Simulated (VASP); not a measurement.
# HgTe (I-4m2) in VASP: notebook

HgTe is run at these levels: PBE, r2SCAN, HSE06; tasks: single point.

Everything below comes from runs of VASP 6.6.1. Logs are shortened: lines on timing, memory, paths and dates and some standing lists are left out, and cuts for length are marked.

### Step 1. The cell of the first run

Symmetry: I-4m2, No. 119, tetragonal system. The conventional cell has a = 4.752 Å, b = 4.752 Å, c = 6.365 Å, α = 90.00°, β = 90.00°, γ = 90.00°. Within 3.8 Å of Hg (site symmetry -4m2) lie 4 Te at 2.86 Å. Te (site symmetry -4m2) has 4 Hg at 2.86 Å within 3.8 Å.

### Step 2. Single point, PBE (epitaxial xy strain +2.1%)

File INCAR:

```
SYSTEM = HgTe
ALGO = Normal ; EDIFF = 1E-6
ENCUT = 520 ; GGA = PE
ISIF = 2 ; ISMEAR = -1
LASPH = .True. ; LCHARG = .False.
LREAL = .False. ; LWAVE = .False.
NBANDS = 16 ; NELM = 80
PREC = Accurate ; SIGMA = 0.02
```

File KPOINTS:

```
k-points
0
Gamma
  6 6 6
  0 0 0
```

File POSCAR:

```
HgTe
1.0
    0.0000000000      3.3598747875      3.1824911740
    3.3598747875      0.0000000000      3.1824911740
    3.3598747875      3.3598747875      0.0000000000
Hg Te
1 1
Direct
    0.0000000000      0.0000000000      0.0000000000
    0.2500000000      0.2500000000      0.2500000000
```

Potentials or basis: VASP PAW PBE potentials, release 64 (Hg, Te).

Run with:

```
> cat potpaw_PBE.64/Hg/POTCAR potpaw_PBE.64/Te/POTCAR > POTCAR
> mpirun -np 1 vasp_std > vasp.out
```

OUTCAR:

```text
SYSTEM = HgTe
   EDIFF = 1E-6
   ENCUT = 520
   GGA = PE
   ISIF = 2
   ISMEAR = -1
   LASPH = .True.
   LREAL = .False.
   NELM = 80
   PREC = Accurate

 ion  position               nearest neighbor table
   1  0.000  0.000  0.000-   2 2.86   2 2.86   2 2.86   2 2.86
   2  0.250  0.250  0.250-   1 2.86   1 2.86   1 2.86   1 2.86

  LATTYP: Found a body centered tetragonal cell.
 ALAT       =     4.7515804924
 C/A-ratio  =     1.3395505681

  Lattice vectors:

 A1 = (   0.0000000000,  -3.3598747875,  -3.1824911740)
 A2 = (   0.0000000000,   3.3598747875,  -3.1824911740)
 A3 = (   3.3598747875,   0.0000000000,   3.1824911740)

Analysis of symmetry for initial positions (statically):
=====================================================================
 Subroutine PRICEL returns:
 Original cell was already a primitive cell.

 Routine SETGRP: Setting up the symmetry group for a
 body centered tetragonal supercell.

 Subroutine GETGRP returns: Found  8 space group operations
 (whereof  8 operations were pure point group operations)
 out of a pool of 16 trial point group operations.

The static configuration has the point symmetry D_2d.

Analysis of symmetry for dynamics (positions and initial velocities):
=====================================================================
 Subroutine PRICEL returns:
 Original cell was already a primitive cell.

 Routine SETGRP: Setting up the symmetry group for a
 body centered tetragonal supercell.

 Subroutine GETGRP returns: Found  8 space group operations
 (whereof  8 operations were pure point group operations)
 out of a pool of 16 trial point group operations.

The dynamic configuration has the point symmetry D_2d.

 Subroutine INISYM returns: Found  8 space group operations
 (whereof  8 operations are pure point group operations),
 and found     1 'primitive' translations

----------------------------------------------------------------------------------------

                                     Primitive cell

  volume of cell :      71.8527

  direct lattice vectors                    reciprocal lattice vectors
     0.000000000  3.359874787  3.182491174    -0.148815069  0.148815069  0.157109627
     3.359874787  0.000000000  3.182491174     0.148815069 -0.148815069  0.157109627
     3.359874787  3.359874787  0.000000000     0.148815069  0.148815069 -0.157109627

  length of vectors
     4.627851409  4.627851409  4.751580492     0.262631462  0.262631462  0.262631462

  position of ions in fractional coordinates (direct lattice)
     0.000000000  0.000000000  0.000000000
     0.250000000  0.250000000  0.250000000

  ion indices of the primitive-cell ions
   primitive index   ion index
                 1           1
                 2           2

----------------------------------------------------------------------------------------

 KPOINTS: k-points

Automatic generation of k-mesh.
 Grid dimensions read from file:
 generate k-points for:    6    6    6

 Generating k-lattice:

  Cartesian coordinates                     Fractional coordinates (reciprocal lattice)
    -0.024802512  0.024802512  0.026184938     0.166666667 -0.000000000  0.000000000
     0.024802512 -0.024802512  0.026184938    -0.000000000  0.166666667  0.000000000
     0.024802512  0.024802512 -0.026184938     0.000000000  0.000000000  0.166666667

  Length of vectors
     0.043771910  0.043771910  0.043771910

  Shift w.r.t. Gamma in fractional coordinates (k-lattice)
     0.000000000  0.000000000  0.000000000

 Subroutine IBZKPT returns following result:
 ===========================================

 Found     30 irreducible k-points:

 Following reciprocal coordinates:
            Coordinates               Weight
  0.000000  0.000000  0.000000      1.000000
  0.166667  0.000000  0.000000      8.000000
  0.333333 -0.000000  0.000000      8.000000
  0.500000  0.000000  0.000000      4.000000
  0.166667  0.166667  0.000000      2.000000
  0.333333  0.166667  0.000000      8.000000
[... 16 lines left out ...]
  0.333333  0.000000  0.333333      4.000000
  0.500000  0.000000  0.333333     16.000000
 [... further k-points ...]
   k-points           NKPTS =     30   k-points in BZ     NKDIM =     30   number of bands    NBANDS=     16
   number of dos      NEDOS =    301   number of ions     NIONS =      2
   total plane-waves  NPLWV =  46656
   dimension x,y,z NGX =    36 NGY =   36 NGZ =   36
   dimension x,y,z NGXF=    72 NGYF=   72 NGZF=   72
   ions per type =               1   1
   NGX,Y,Z   is equivalent  to a cutoff of  12.93, 12.93, 12.60 a.u.
   NGXF,Y,Z  is equivalent  to a cutoff of  25.86, 25.86, 25.19 a.u.
 SYSTEM =  HgTe
   PREC   = accura    normal or accurate (medium, high low for compatibility)
   ISTART =      0    job   : 0-new  1-cont  2-samecut
   ICHARG =      2    charge: 1-file 2-atom 10-const
   ISPIN  =      1    spin polarized calculation?
   LNONCOLLINEAR =      F non collinear calculations
   LSORBIT =      F    spin-orbit coupling
   LASPH  =      T    aspherical Exc in radial PAW
   ENCUT  =  520.0 eV  38.22 Ry    6.18 a.u.   8.60  8.60  8.83*2*pi/ulx,y,z
   NELM   =     80;   NELMIN=  2; NELMDL= -5     # of ELM steps
   EDIFF  = 0.1E-05   stopping-criterion for ELM
   LREAL  =      F    real-space projection
   EDIFFG = 0.1E-04   stopping-criterion for IOM
   NSW    =      0    number of steps for IOM
   IBRION =     -1    ionic relax: 0-MD 1-quasi-New 2-CG
   NFREE  =      0    steps in history (QN), initial steepest desc. (CG)
   ISIF   =      2    stress and relaxation
   ISYM   =      2    0-nonsym 1-usesym 2-fastsym
   POTIM  = 0.5000    time-step for ionic-motion
   TEBEG  =    0.0;   TEEND  =   0.0 temperature during run
   PSTRESS=    0.0 pullay stress
   NELECT =      18.0000    total number of electrons
   NUPDOWN=      -1.0000    fix difference up-down
   EMIN   =  10.00;   EMAX   =-10.00  energy-range for DOS
   EFERMI =   0.00;   METHOD = LEGACY
   ISMEAR =    -1;   SIGMA  =   0.02  broadening in eV -4-tet -1-fermi 0-gaus
   EFERMI_NEDOS =   21; number of points for ismear=-14 and -15
   IALGO  =     38    algorithm
   IMIX   =      4    mixing-type and parameters
     AMIX     =   0.40;   BMIX     =  1.00
     AMIX_MAG =   1.60;   BMIX_MAG =  1.00
  volume/ion in A,a.u.               =      35.93       242.44
[... 37 lines left out ...]
      3      -4.5468      2.00000
      4      -4.5376      2.00000
      5      -4.1059      2.00000
      6      -4.0754      2.00000
[... 8 lines left out ...]
     15      11.5950      0.00000
     16      12.1480      0.00000

 k-point     2 :       0.1667    0.0000    0.0000
  band No.  band energies     occupation
      1      -8.9738      2.00000
      2      -4.5170      2.00000
      3      -4.5133      2.00000
      4      -4.4826      2.00000
      5      -4.1048      2.00000
      6      -4.0799      2.00000
[... 8 lines left out ...]
     15      10.8557      0.00000
     16      11.2041      0.00000

 k-point     3 :       0.3333   -0.0000    0.0000
  band No.  band energies     occupation
      1      -8.7247      2.00000
      2      -4.4674      2.00000
      3      -4.4521      2.00000
      4      -4.2226      2.00000
      5      -4.0879      2.00000
      6      -4.0765      2.00000
[... 8 lines left out ...]
     15      11.3336      0.00000
     16      11.3555      0.00000

 k-point     4 :       0.5000    0.0000    0.0000
  band No.  band energies     occupation
      1      -8.5917      2.00000
      2      -4.4495      2.00000
      3      -4.4270      2.00000
      4      -4.0784      2.00000
      5      -4.0701      2.00000
      6      -3.8240      2.00000
[... 8 lines left out ...]
     15      12.2523      0.00000
     16      12.5963      0.00000

 k-point     5 :       0.1667    0.1667    0.0000
  band No.  band energies     occupation
      1      -8.9284      2.00000
      2      -4.5092      2.00000
      3      -4.4844      2.00000
      4      -4.4844      2.00000
      5      -4.0916      2.00000
      6      -4.0893      2.00000
[... 8 lines left out ...]
     15      11.0964      0.00000
     16      11.7741      0.00000

 k-point     6 :       0.3333    0.1667    0.0000
  band No.  band energies     occupation
      1      -8.7188      2.00000
      2      -4.4575      2.00000
      3      -4.4241      2.00000
      4      -4.3338      2.00000
      5      -4.0722      2.00000
      6      -4.0694      2.00000
[... 8 lines left out ...]
     15      11.9064      0.00000
     16      12.0461      0.00000

 k-point     7 :       0.5000    0.1667    0.0000
  band No.  band energies     occupation
      1      -8.5462      2.00000
      2      -4.4127      2.00000
      3      -4.4005      2.00000
      4      -4.1456      2.00000
      5      -4.0672      2.00000
      6      -3.8200      2.00000
[... 8 lines left out ...]
     15      12.1849      0.00000
     16      12.6187      0.00000

 k-point     8 :      -0.3333    0.1667    0.0000
  band No.  band energies     occupation
      1      -8.5972      2.00000
      2      -4.4238      2.00000
      3      -4.4086      2.00000
      4      -4.0984      2.00000
      5      -4.0982      2.00000
      6      -4.0029      2.00000
[... 8 lines left out ...]
     15      11.2103      0.00000
     16      12.5198      0.00000

 k-point     9 :      -0.1667    0.1667    0.0000
  band No.  band energies     occupation
      1      -8.8152      2.00000
      2      -4.4820      2.00000
      3      -4.4460      2.00000
      4      -4.3778      2.00000
      5      -4.1162      2.00000
      6      -4.0736      2.00000
[... 8 lines left out ...]
     15      11.1881      0.00000
     16      11.7174      0.00000
[... 172 lines left out ...]
 k-point    19 :       0.5000    0.3333    0.1667
  band No.  band energies     occupation
      1      -8.5449      2.00000
      2      -4.4009      2.00000
      3      -4.3666      2.00000
      4      -4.2243      2.00000
      5      -4.0702      2.00000
      6      -3.9121      2.00000
[... 8 lines left out ...]
     15      12.7344      0.00000
     16      13.4170      0.00000

 k-point    20 :      -0.3333    0.3333    0.1667
  band No.  band energies     occupation
      1      -8.4609      2.00000
      2      -4.3761      2.00000
      3      -4.3430      2.00000
      4      -4.1341      2.00000
      5      -4.1016      2.00000
      6      -3.6795      2.00000
[... 8 lines left out ...]
     15      12.7454      0.00000
     16      13.4642      0.00000

 k-point    21 :      -0.1667    0.3333    0.1667
  band No.  band energies     occupation
      1      -8.5571      2.00000
      2      -4.4031      2.00000
      3      -4.3626      2.00000
      4      -4.1943      2.00000
      5      -4.0715      2.00000
      6      -3.9741      2.00000
[... 8 lines left out ...]
     15      12.2640      0.00000
     16      13.1651      0.00000

 k-point    22 :      -0.3333    0.5000    0.1667
  band No.  band energies     occupation
      1      -8.4098      2.00000
      2      -4.3422      2.00000
      3      -4.3091      2.00000
      4      -4.2015      2.00000
      5      -4.0740      2.00000
      6      -3.5751      2.00000
[... 8 lines left out ...]
     15      13.1246      0.00000
     16      13.4391      0.00000

 k-point    23 :       0.3333    0.0000    0.3333
  band No.  band energies     occupation
      1      -8.6061      2.00000
      2      -4.3957      2.00000
      3      -4.3660      2.00000
      4      -4.3074      2.00000
      5      -4.0708      2.00000
      6      -4.0394      2.00000
[... 8 lines left out ...]
     15      12.4193      0.00000
     16      13.8585      0.00000

 k-point    24 :       0.5000    0.0000    0.3333
  band No.  band energies     occupation
      1      -8.4703      2.00000
      2      -4.3805      2.00000
      3      -4.2971      2.00000
      4      -4.2249      2.00000
      5      -4.0538      2.00000
      6      -3.8080      2.00000
[... 8 lines left out ...]
     15      12.6824      0.00000
     16      13.6088      0.00000

 [... further k-points ...]

------------------------ aborting loop because EDIFF is reached ----------------------------------------

  FORCE on cell =-STRESS in cart. coord.  units (eV):
  Direction    XX          YY          ZZ          XY          YZ          ZX
  --------------------------------------------------------------------------------------
  -------------------------------------------------------------------------------------
  Total        0.3090514      0.3090514      0.6034196      0.0000000     -0.0000000     -0.0000000
  in kB        6.8912489      6.8912489     13.4550901      0.0000000     -0.0000000     -0.0000000
  external PRESSURE =       9.0791960 kB  Pullay stress =       0.0000000 kB

 VOLUME and BASIS-vectors are now :
 -----------------------------------------------------------------------------
  energy-cutoff  :      520.00
  volume of cell :       71.85
      direct lattice vectors                 reciprocal lattice vectors
     0.000000000  3.359874787  3.182491174    -0.148815069  0.148815069  0.157109627
     3.359874787  0.000000000  3.182491174     0.148815069 -0.148815069  0.157109627
     3.359874787  3.359874787  0.000000000     0.148815069  0.148815069 -0.157109627

 POSITION                                       TOTAL-FORCE (eV/Angst)
 -----------------------------------------------------------------------------------
      0.00000      0.00000      0.00000         0.000000      0.000000      0.000000
      1.67994      1.67994      1.59125        -0.000000     -0.000000     -0.000000
 -----------------------------------------------------------------------------------
    total drift:                               -0.000000     -0.000000      0.000000

  FREE ENERGIE OF THE ION-ELECTRON SYSTEM (eV)
  ---------------------------------------------------
  free  energy   TOTEN  =        -3.6303727921 eV

  energy  without entropy=       -3.6303188019  energy(sigma->0) =       -3.63034580
```

It took 54 s on 1 thread of AMD EPYC 7R43 (Zen 3), shared host; peak memory 0.18 GiB.

Results:

- Free energy: -3.6304 eV
- Pressure: 0.9 GPa
- Band gap on the k mesh: 0.15 eV

Levels at points of the mesh, in eV from the valence-band top:
```csv
k point,band 5,band 6,band 7,band 8,band 9,band 10,band 11,band 12,band 13,band 14
"(0.00, 0.00, 0.00)",-6.51,-6.48,-0.83,0.00,0.00,0.15,4.40,4.41,4.41,6.57
"(0.50, 0.00, 0.00)",-6.48,-6.23,-5.03,-0.92,-0.70,0.74,5.02,5.30,6.90,7.83
"(0.50, 0.50, 0.00)",-6.44,-6.06,-4.88,-2.09,-2.09,1.72,2.58,8.27,8.67,8.67
"(0.50, 0.00, 0.50)",-6.44,-6.14,-5.11,-1.94,-1.82,2.09,2.78,7.93,8.46,8.71
```

Caveat: the cell differs from its parent crystal (epitaxial xy strain +2.1%); spin-orbit coupling is left out, which moves the levels of the heavy elements.

### Step 3. Single point, r2SCAN (biaxial xy strain +4.0%)

File POSCAR:

```
HgTe
1.0
    0.0000000000      3.4197374612      3.2891578929
    3.4197374612      0.0000000000      3.2891578929
    3.4197374612      3.4197374612      0.0000000000
Hg Te
1 1
Direct
    0.0000000000      0.0000000000      0.0000000000
    0.2500000000      0.2500000000      0.2500000000
```

File INCAR.step1:

```
SYSTEM = HgTe
PREC = Accurate
ENCUT = 520
ISMEAR = -1
SIGMA = 0.02
LREAL = .False.
LASPH = .True.
NELM = 60
NBANDS = 16
GGA = PE
ALGO = Normal
EDIFF = 1E-4
LWAVE = .True.
LCHARG = .False.
```

File INCAR.step2:

```
SYSTEM = HgTe
PREC = Accurate
ENCUT = 520
EDIFF = 1E-6
ISMEAR = -1
SIGMA = 0.02
LREAL = .False.
LASPH = .True.
NELM = 60
ALGO = Normal
ISIF = 2
LWAVE = .False.
LCHARG = .True.
METAGGA = R2SCAN
LMIXTAU = .True.
LELF = .True.
LVHAR = .True.
NBANDS = 16
ISTART = 1
```

File KPOINTS:

```
regular mesh
0
Gamma
  6 6 6
  0 0 0
```

Potentials or basis: VASP PAW PBE potentials, release 64 (Hg, Te).

Run with:

```
> cat potpaw_PBE.64/Hg/POTCAR potpaw_PBE.64/Te/POTCAR > POTCAR
> cp INCAR.step1 INCAR
> mpirun -np 1 vasp_std > vasp.out
> cp INCAR.step2 INCAR
> mpirun -np 1 vasp_std > vasp.out
```

It took 3.4 min on 1 thread of AMD EPYC 7R43 (Zen 3), shared host; peak memory 0.2 GiB.

It converged, with:

* Free energy: -75.1026 eV
* Pressure: -2.6 GPa
* Band gap on the k mesh: 0.11 eV

Stress tensor (GPa, compression positive):
```
-2.75  0.00  0.00
 0.00 -2.75  0.00
 0.00  0.00 -2.17
```

Levels at points of the mesh, in eV from the valence-band top:
```tsv
k point	band 6	band 7	band 8	band 9	band 10	band 11	band 12	band 13
(0.00, 0.00, 0.00)	-6.49	-0.71	0.00	0.00	0.11	4.83	4.84	4.84
(0.50, 0.00, 0.00)	-6.26	-4.77	-0.81	-0.66	0.95	5.44	5.64	7.07
(0.50, 0.50, 0.00)	-6.11	-4.72	-1.87	-1.87	1.94	3.00	8.40	8.93
(0.50, 0.00, 0.50)	-6.17	-4.88	-1.77	-1.69	2.21	3.14	8.16	8.80
```

Caveat: the cell differs from its parent crystal (biaxial xy strain +4.0%); the PAW data sets were made with another functional, which shifts forces and pressure a little; spin-orbit coupling is left out, which moves the levels of the heavy elements.

### Step 4. Single point, HSE06 (biaxial xy strain +4.0%)

POSCAR is that of step 3.

File INCAR.step1:

```
PREC = Accurate
ENCUT = 520
EDIFF = 1E-5
ISMEAR = -1
SIGMA = 0.02
LREAL = F
LASPH = T
NELM = 80
ALGO = Normal
ISIF = 2
LWAVE = T
LCHARG = F
NBANDS = 16
GGA = PE
```

File INCAR.step2:

```
PREC = Accurate
ENCUT = 520
EDIFF = 1E-7
ISMEAR = -1
SIGMA = 0.02
LREAL = F
LASPH = T
NELM = 80
ALGO = Normal
ISIF = 2
LWAVE = F
LCHARG = F
GGA = PE
LHFCALC = T
HFSCREEN = 0.2079
PRECFOCK = Normal
NBANDS = 16
ISTART = 1
```

File KPOINTS:

```
regular mesh
0
Gamma
  4 4 4
```

Run with:

```
> cat potpaw_PBE.64/Hg/POTCAR potpaw_PBE.64/Te/POTCAR > POTCAR
> cp INCAR.step1 INCAR
> mpirun -np 1 vasp_std > vasp.out
> cp INCAR.step2 INCAR
> mpirun -np 1 vasp_std > vasp.out
```

Wall time 35 min (1 thread of AMD EPYC 7R43 (Zen 3), shared host); peak memory 0.29 GiB.

Results (log left out):

| Property | Result |
| --- | --- |
| Free energy | -4.6199 eV |
| Pressure | -2.5 GPa |
| Band gap on the k mesh | 0.15 eV |

Stress tensor (GPa, compression positive):
```
-2.70  0.00  0.00
 0.00 -2.70  0.00
 0.00  0.00 -2.15
```

Levels at points of the mesh, in eV from the valence-band top:
| k point | band 5 | band 6 | band 7 | band 8 | band 9 | band 10 | band 11 | band 12 | band 13 | band 14 |
| --- | --- | --- | --- | --- | --- | --- | --- | --- | --- | --- |
| (0.00, 0.00, 0.00) | -7.38 | -7.36 | -0.41 | 0.00 | 0.00 | 0.15 | 5.25 | 5.25 | 5.25 | 7.41 |
| (0.50, 0.00, 0.00) | -7.35 | -7.10 | -4.97 | -0.85 | -0.69 | 1.37 | 5.88 | 6.08 | 7.63 | 8.65 |
| (0.50, 0.50, 0.00) | -7.33 | -6.95 | -4.94 | -1.96 | -1.96 | 2.45 | 3.37 | 8.93 | 9.48 | 9.48 |
| (0.50, 0.00, 0.50) | -7.33 | -7.00 | -5.11 | -1.85 | -1.76 | 2.72 | 3.49 | 8.70 | 9.35 | 9.55 |

Caveat: the cell differs from its parent crystal (biaxial xy strain +4.0%); the PAW data sets were made with another functional, which shifts forces and pressure a little; spin-orbit coupling is left out, which moves the levels of the heavy elements.

### Step 5. Overview

```csv
level,cell,k mesh,grid for exact exchange (PRECFOCK),share of exact exchange,screening parameter,gap on the mesh (eV),pressure (GPa)
PBE,"a = 4.628, b = 4.628, c = 4.752 Å, angles 59.1, 59.1, 61.8°, 2 atoms",6 × 6 × 6,-,-,-,0.15,0.9
r2SCAN,"a = 4.745, b = 4.745, c = 4.836 Å, angles 59.4, 59.4, 61.3°, 2 atoms",6 × 6 × 6,-,-,-,0.11,-2.6
HSE06,"a = 4.745, b = 4.745, c = 4.836 Å, angles 59.4, 59.4, 61.3°, 2 atoms",4 × 4 × 4,Normal,0.25,0.2079 1/Å,0.15,-2.5
```

Alike in all rows: task single point; potentials or basis VASP PAW PBE potentials, release 64 (Hg, Te); no spin polarisation; cutoff (eV) 520; smearing fermi-dirac 0.02 eV.

Caveats: spin-orbit coupling is left out, which moves the levels of the heavy elements; the PAW data sets were made with another functional, which shifts forces and pressure a little (at least some runs).

Total energies depend on the potentials used, so only differences within one code and one set of settings carry meaning.
